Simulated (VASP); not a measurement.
Hg5O3: single point with PBE

Crystal: Hg5O3.

```
Hg O
1.0
    -3.23241    3.23241    3.23241
     3.23241   -3.23241    3.23241
     3.23241    3.23241   -3.23241
Hg O
5 3
Cartesian
  0.0000 0.0000 0.0000
  1.6162 1.6162 -1.6162
  1.6162 -1.6162 1.6162
  -1.6162 1.6162 1.6162
  1.6162 1.6162 1.6162
  3.2324 0.0000 0.0000
  0.0000 0.0000 3.2324
  0.0000 3.2324 0.0000
```

```yaml
Program: VASP 6.6.1
Task: single point
Functional: PBE
Potentials_or_basis: VASP PAW PBE potentials, release 64 (Hg, O)
Cutoff: 520 eV
k_mesh: 4 × 4 × 4
Occupations: gaussian, width 0.1 eV
Spin: no spin polarisation
Dipole_correction: no
Further_INCAR_settings: ALGO = Normal; EDIFF = 1e-06; NBANDS = 49
```

The pressure is 0.6 GPa. The band gap on the k mesh is zero (band 39 reaches 3.51 eV, above the bottom of band 40 at 2.25 eV).

Levels at points of the mesh, in eV from the Fermi level:
```
           k point  band 36  band 37  band 38  band 39  band 40  band 41  band 42  band 43
(0.00, 0.00, 0.00)    -1.11    -1.11    -1.11     0.02     0.02     0.02     1.84     1.84
(0.50, 0.00, 0.00)    -0.93    -0.79    -0.72    -0.15     0.05     0.69     1.27     2.06
(0.50, 0.50, 0.50)    -0.56    -0.56    -0.56     1.01     1.01     1.01     2.32     2.67
```

It took 39 s on 1 thread of AMD EPYC 9R45 96-Core Processor (Zen 5) (shared host), peak memory 0.23 GiB.

Caveat: spin-orbit coupling is left out, which moves the levels of the heavy elements.
